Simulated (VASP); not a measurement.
# WS3 (Pm-3m) in VASP: electric field gradients with LDA

Aim: the electric field gradients of WS3 with LDA.

Program: VASP 6.6.1. These are calculated values, not measurements. Logs are shortened: lines on timing, memory, paths and dates and some standing lists are left out, and cuts for length are marked.

### Step 1. The cell of the first run

It takes space group Pm-3m (No. 221, cubic). The conventional cell has a = 4.612 Å, b = 4.612 Å, c = 4.612 Å, α = 90.00°, β = 90.00°, γ = 90.00°. Within 3.0 Å of W (site symmetry m-3m) lie 6 S at 2.31 Å. Within 3.0 Å of S (site symmetry 4/mmm) lie 2 W at 2.31 Å.

### Step 2. Electric field gradients, LDA

File INCAR:

```
PREC = Accurate
ENCUT = 520
EDIFF = 1E-8
ISMEAR = -1
SIGMA = 0.15
LREAL = False
LASPH = True
NELM = 80
ALGO = Normal
ISIF = 2
LWAVE = False
LCHARG = False
GGA = CA
LEFG = True
NBANDS = 24
```

File KPOINTS:

```
regular mesh
0
Gamma
  10 10 10
```

File POSCAR:

```
WS3
1.0
    4.6115733525      0.0000000000      0.0000000000
    0.0000000000      4.6115733525      0.0000000000
    0.0000000000      0.0000000000      4.6115733525
W S
1 3
Direct
    0.0000000000      0.0000000000      0.0000000000
    0.0000000000      0.0000000000      0.5000000000
    0.0000000000      0.5000000000      0.0000000000
    0.5000000000      0.0000000000      0.0000000000
```

Potentials or basis: VASP PAW LDA potentials, release 64 (W_sv, S).

The run is started by

```console
> cat potpaw_LDA.64/W_sv/POTCAR potpaw_LDA.64/S/POTCAR > POTCAR
> mpirun -np 1 vasp_std > vasp.out
```

OUTCAR:

```text
PREC = Accurate
   ENCUT = 520
   EDIFF = 1E-8
   ISMEAR = -1
   LREAL = False
   LASPH = True
   NELM = 80
   ISIF = 2
   GGA = CA

 ion  position               nearest neighbor table
   1  0.000  0.000  0.000-   2 2.31   3 2.31   4 2.31   2 2.31   3 2.31   4 2.31
   2  0.000  0.000  0.500-   1 2.31   1 2.31
   3  0.000  0.500  0.000-   1 2.31   1 2.31
   4  0.500  0.000  0.000-   1 2.31   1 2.31

  LATTYP: Found a simple cubic cell.
 ALAT       =     4.6115733525

  Lattice vectors:

 A1 = (   4.6115733525,   0.0000000000,   0.0000000000)
 A2 = (   0.0000000000,   4.6115733525,   0.0000000000)
 A3 = (   0.0000000000,   0.0000000000,   4.6115733525)

Analysis of symmetry for initial positions (statically):
=====================================================================
 Subroutine PRICEL returns:
 Original cell was already a primitive cell.

 Routine SETGRP: Setting up the symmetry group for a
 simple cubic supercell.

 Subroutine GETGRP returns: Found 48 space group operations
 (whereof 48 operations were pure point group operations)
 out of a pool of 48 trial point group operations.

The static configuration has the point symmetry O_h .

Analysis of symmetry for dynamics (positions and initial velocities):
=====================================================================
 Subroutine PRICEL returns:
 Original cell was already a primitive cell.

 Routine SETGRP: Setting up the symmetry group for a
 simple cubic supercell.

 Subroutine GETGRP returns: Found 48 space group operations
 (whereof 48 operations were pure point group operations)
 out of a pool of 48 trial point group operations.

The dynamic configuration has the point symmetry O_h .

 Subroutine INISYM returns: Found 48 space group operations
 (whereof 48 operations are pure point group operations),
 and found     1 'primitive' translations

----------------------------------------------------------------------------------------

                                     Primitive cell

  volume of cell :      98.0725

  direct lattice vectors                    reciprocal lattice vectors
     4.611573352  0.000000000  0.000000000     0.216845732  0.000000000  0.000000000
     0.000000000  4.611573352  0.000000000     0.000000000  0.216845732  0.000000000
     0.000000000  0.000000000  4.611573352     0.000000000  0.000000000  0.216845732

  length of vectors
     4.611573352  4.611573352  4.611573352     0.216845732  0.216845732  0.216845732

  position of ions in fractional coordinates (direct lattice)
     0.000000000  0.000000000  0.000000000
     0.000000000  0.000000000  0.500000000
     0.000000000  0.500000000  0.000000000
     0.500000000  0.000000000  0.000000000

  ion indices of the primitive-cell ions
   primitive index   ion index
                 1           1
                 2           2
                 3           3
                 4           4

----------------------------------------------------------------------------------------

 KPOINTS: regular mesh

Automatic generation of k-mesh.
 Grid dimensions read from file:
 generate k-points for:   10   10   10

 Generating k-lattice:

  Cartesian coordinates                     Fractional coordinates (reciprocal lattice)
     0.021684573  0.000000000  0.000000000     0.100000000  0.000000000  0.000000000
     0.000000000  0.021684573  0.000000000     0.000000000  0.100000000  0.000000000
     0.000000000  0.000000000  0.021684573     0.000000000  0.000000000  0.100000000

  Length of vectors
     0.021684573  0.021684573  0.021684573

  Shift w.r.t. Gamma in fractional coordinates (k-lattice)
     0.000000000  0.000000000  0.000000000

 Subroutine IBZKPT returns following result:
 ===========================================

 Found     56 irreducible k-points:

 Following reciprocal coordinates:
            Coordinates               Weight
  0.000000  0.000000  0.000000      1.000000
  0.100000  0.000000  0.000000      6.000000
  0.200000  0.000000  0.000000      6.000000
  0.300000  0.000000  0.000000      6.000000
  0.400000  0.000000  0.000000      6.000000
  0.500000  0.000000  0.000000      3.000000
[... 16 lines left out ...]
  0.200000  0.100000  0.100000     24.000000
  0.300000  0.100000  0.100000     24.000000
 [... further k-points ...]
   k-points           NKPTS =     56   k-points in BZ     NKDIM =     56   number of bands    NBANDS=     24
   number of dos      NEDOS =    301   number of ions     NIONS =      4
   total plane-waves  NPLWV =  46656
   dimension x,y,z NGX =    36 NGY =   36 NGZ =   36
   dimension x,y,z NGXF=    72 NGYF=   72 NGZF=   72
   ions per type =               1   3
   NGX,Y,Z   is equivalent  to a cutoff of  12.98, 12.98, 12.98 a.u.
   NGXF,Y,Z  is equivalent  to a cutoff of  25.96, 25.96, 25.96 a.u.
 SYSTEM =  unknown system
   PREC   = accura    normal or accurate (medium, high low for compatibility)
   ISTART =      0    job   : 0-new  1-cont  2-samecut
   ICHARG =      2    charge: 1-file 2-atom 10-const
   ISPIN  =      1    spin polarized calculation?
   LNONCOLLINEAR =      F non collinear calculations
   LSORBIT =      F    spin-orbit coupling
   LASPH  =      T    aspherical Exc in radial PAW
   ENCUT  =  520.0 eV  38.22 Ry    6.18 a.u.   8.57  8.57  8.57*2*pi/ulx,y,z
   NELM   =     80;   NELMIN=  2; NELMDL= -5     # of ELM steps
   EDIFF  = 0.1E-07   stopping-criterion for ELM
   LREAL  =      F    real-space projection
   EDIFFG = 0.1E-06   stopping-criterion for IOM
   NSW    =      0    number of steps for IOM
   IBRION =     -1    ionic relax: 0-MD 1-quasi-New 2-CG
   NFREE  =      0    steps in history (QN), initial steepest desc. (CG)
   ISIF   =      2    stress and relaxation
   ISYM   =      2    0-nonsym 1-usesym 2-fastsym
   POTIM  = 0.5000    time-step for ionic-motion
   TEBEG  =    0.0;   TEEND  =   0.0 temperature during run
   PSTRESS=    0.0 pullay stress
   NELECT =      32.0000    total number of electrons
   NUPDOWN=      -1.0000    fix difference up-down
   EMIN   =  10.00;   EMAX   =-10.00  energy-range for DOS
   EFERMI =   0.00;   METHOD = LEGACY
   ISMEAR =    -1;   SIGMA  =   0.15  broadening in eV -4-tet -1-fermi 0-gaus
   EFERMI_NEDOS =   21; number of points for ismear=-14 and -15
   IALGO  =     38    algorithm
   IMIX   =      4    mixing-type and parameters
     AMIX     =   0.40;   BMIX     =  1.00
     AMIX_MAG =   1.60;   BMIX_MAG =  1.00
  volume/ion in A,a.u.               =      24.52       165.46
  Fermi-wavevector in a.u.,A,eV,Ry     =   1.127048  2.129812 17.282623  1.270237
  Thomas-Fermi vector in A             =   2.263732
   LORBIT       =      0    0 simple, 1 ext, 2 COOP (PROOUT), +10 PAW based schemes
   GGA     = CA    functional components
   LHFCALC =     F    Hartree Fock is set to
   AEXX    =    0.0000 exact exchange contribution
   IVDW    =     0    specifies the selected vdW correction
   LEPSILON=     F    determine dielectric tensor
   LRPA    =     F    only Hartree local field effects (RPA)
 non-spin polarized calculation
  energy-cutoff  :      520.00
  volume of cell :       98.07
 maximum number of plane-waves:      2680
 NGX is ok and might be reduce to    36
   NGX = 17   NGY = 17   NGZ = 17

 number of electron      31.9999995 magnetization

 Free energy of the ion-electron system (eV)
  ---------------------------------------------------
  ext. energy  EPLUGINS =         0.00000000
  ---------------------------------------------------
  free energy    TOTEN  =       -28.31577700 eV

  energy without entropy =      -28.15005247  energy(sigma->0) =      -28.23291473

 E-fermi :   3.1576     XC(G=0):  -9.1961

 val. band max:        3.0662231928   @ k =   0.5000   0.3000   0.3000
 cond. band min:       3.2456358283   @ k =   0.4000   0.4000   0.4000
 fundamental gap:      0.1794126355
 Fermi energy:         3.1576365451

 k-point     1 :       0.0000    0.0000    0.0000
  band No.  band energies     occupation
      1     -71.4915      2.00000
      2     -35.9925      2.00000
      3     -35.9925      2.00000
      4     -35.9925      2.00000
      5     -11.0333      2.00000
      6      -9.3647      2.00000
[... 637 lines left out ...]
     23      10.7327      0.00000
     24      11.4898      0.00000

 [... further k-points ...]

------------------------ aborting loop because EDIFF is reached ----------------------------------------

  FORCE on cell =-STRESS in cart. coord.  units (eV):
  Direction    XX          YY          ZZ          XY          YZ          ZX
  --------------------------------------------------------------------------------------
  -------------------------------------------------------------------------------------
  Total        0.1157755      0.1157755      0.1157755     -0.0000000     -0.0000000      0.0000000
  in kB        1.8913853      1.8913853      1.8913853     -0.0000000     -0.0000000      0.0000000
  external PRESSURE =       1.8913853 kB  Pullay stress =       0.0000000 kB

 VOLUME and BASIS-vectors are now :
 -----------------------------------------------------------------------------
  energy-cutoff  :      520.00
  volume of cell :       98.07
      direct lattice vectors                 reciprocal lattice vectors
     4.611573352  0.000000000  0.000000000     0.216845732  0.000000000  0.000000000
     0.000000000  4.611573352  0.000000000     0.000000000  0.216845732  0.000000000
     0.000000000  0.000000000  4.611573352     0.000000000  0.000000000  0.216845732

 POSITION                                       TOTAL-FORCE (eV/Angst)
 -----------------------------------------------------------------------------------
      0.00000      0.00000      0.00000         0.000000      0.000000      0.000000
      0.00000      0.00000      2.30579         0.000000      0.000000      0.000000
      0.00000      2.30579      0.00000         0.000000      0.000000      0.000000
      2.30579      0.00000      0.00000         0.000000      0.000000      0.000000
 -----------------------------------------------------------------------------------
    total drift:                                0.000000     -0.000000     -0.000000

  FREE ENERGIE OF THE ION-ELECTRON SYSTEM (eV)
  ---------------------------------------------------
  free  energy   TOTEN  =       -28.3157770018 eV

  energy  without entropy=      -28.1500524650  energy(sigma->0) =      -28.23291473

 Electric field gradients (V/A^2)
---------------------------------------------------------------------
 ion       V_xx      V_yy      V_zz      V_xy      V_xz      V_yz
---------------------------------------------------------------------
   1       0.000     0.000    -0.000     0.000     0.000     0.000
   2      -0.996    -0.996     1.992     0.000     0.000    -0.000
   3      -0.996     1.992    -0.996     0.000     0.000     0.000
   4       1.992    -0.996    -0.996    -0.000     0.000     0.000
---------------------------------------------------------------------

 Electric field gradients after diagonalization (V/A^2)
 (convention: |V_zz| > |V_xx| > |V_yy|)
----------------------------------------------------------------------
 ion       V_xx      V_yy      V_zz     asymmetry (V_yy - V_xx)/ V_zz
----------------------------------------------------------------------
   1       0.000     0.000    -0.000       0.166
   2      -0.996    -0.996     1.992       0.000
   3      -0.996    -0.996     1.992       0.000
   4      -0.996    -0.996     1.992       0.000
----------------------------------------------------------------------

           NMR quadrupolar parameters

 Cq : quadrupolar parameter    Cq=e*Q*V_zz/h
 eta: asymmetry parameters     (V_yy - V_xx)/ V_zz
 Q  : nuclear electric quadrupole moment in mb (millibarn)
----------------------------------------------------------------------
 ion       Cq(MHz)       eta       Q (mb)
----------------------------------------------------------------------
   1      -0.000       0.166       1.000
   2       0.005       0.000       1.000
   3       0.005       0.000       1.000
   4       0.005       0.000       1.000
----------------------------------------------------------------------
```

Wall time 89 s (1 thread of Intel Xeon Platinum 8259CL at 2.50GHz (Skylake/Cascade Lake), shared host); peak memory 0.24 GiB.

What came out:

| Property | Result |
| --- | --- |
| Free energy | -28.3158 eV |
| Pressure | 0.2 GPa |
| Band gap on the k mesh | zero (bands 16 and 17 overlap by 1.31 eV) |
| Largest electric field gradient by atom | W +0.0; S +2.0 V/Å² |

Electric field gradients, principal values (V/Å²):
```csv
atom,least,middle,greatest (by size)
1 W,0.000,0.000,0.000
2 S,-0.996,-0.996,1.992
3 S,-0.996,-0.996,1.992
4 S,-0.996,-0.996,1.992
```

Caveat: without QUAD_EFG the Cq values of the log hold for a quadrupole moment of 1 mb, not for the nuclei; spin-orbit coupling is left out, which moves the levels of the heavy elements.
